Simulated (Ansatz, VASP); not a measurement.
S in VASP and in Ansatz

Contents of INCAR:

```
SYSTEM = S
PREC     = Accurate       ! precision mode
ENCUT    = 520            ! plane-wave cutoff, eV
EDIFF    = 1E-6           ! SCF threshold, eV
ISMEAR   = -4             ! smearing method
SIGMA    = 0.1            ! smearing width, eV
LREAL    = .FALSE.        ! projectors in reciprocal space
LASPH    = .TRUE.         ! aspherical terms in the spheres
NELM     = 60             ! most SCF steps
ALGO     = Normal         ! electronic algorithm
ISIF     = 2              ! what is computed and relaxed
LWAVE    = .FALSE.        ! write WAVECAR
LCHARG   = .FALSE.        ! write CHGCAR
NBANDS   = 13             ! bands
```

File KPOINTS:

```
regular mesh
0
G
  13 13 13
  0 0 0
```

The input POSCAR:

```
S
1.0
    0.0000000000      2.5595206534      2.5595206534
    2.5595206534      0.0000000000      2.5595206534
    2.5595206534      2.5595206534      0.0000000000
S
2
Direct
   -0.1250000000     -0.1250000000     -0.1250000000
    0.1250000000      0.1250000000      0.1250000000
```

Input for Ansatz:

```yaml
crystal:
  lattice:
    - [0.0, 2.5595206534, 2.5595206534]
    - [2.5595206534, 0.0, 2.5595206534]
    - [2.5595206534, 2.5595206534, 0.0]
  atoms:
    - { symbol: S, position: [-0.125, -0.125, -0.125] }
    - { symbol: S, position: [0.125, 0.125, 0.125] }
kpoints:
  mp_grid: { grid: [13, 13, 13] }
  band_path:
    path:
      - [0.0, 0.0, 0.0]
      - [0.5, 0.0, 0.5]
      - [0.625, 0.25, 0.625]
      - [0.375, 0.375, 0.75]
      - [0.0, 0.0, 0.0]
      - [0.5, 0.5, 0.5]
      - [0.5, 0.25, 0.75]
      - [0.5, 0.0, 0.5]
    npoints: 8
scf:
  occupations: { method: tetrahedron_uncorrected }
  mixing: { preconditioner: none }
hamiltonian:
  xc: lda
  pseudopotentials: { kind: all_electron, lapw: { basis_error: 0.001 } }
output:
  forces: true
  stress: true
  eigenvalues: true
  populations: true
```

Alike in both runs: task single point; functional LDA; k mesh 13 × 13 × 13; no spin polarisation.

|  | VASP | Ansatz |
| --- | --- | --- |
| version | VASP 6.6.1 | Ansatz 0.2.0 |
| potentials or method | VASP PAW LDA potentials, release 64 (S), cutoff 520 eV | all-electron LAPW, scalar-relativistic |
| occupations | tetrahedron | tetrahedron-uncorrected |

```csv
,VASP,Ansatz,Ansatz less VASP
gap on the k mesh at the Fermi level (eV),none,none,-
pressure (GPa),23.7,23.7,+0.07
```

LDA's correlation is that of Perdew and Zunger in VASP and of Perdew and Wang (1992) in Ansatz. A gap of «none» marks a metal or a gap that the smearing closes. Ansatz ran all-electron here, and VASP with PAW potentials. Ansatz's warnings: band table not solved further.
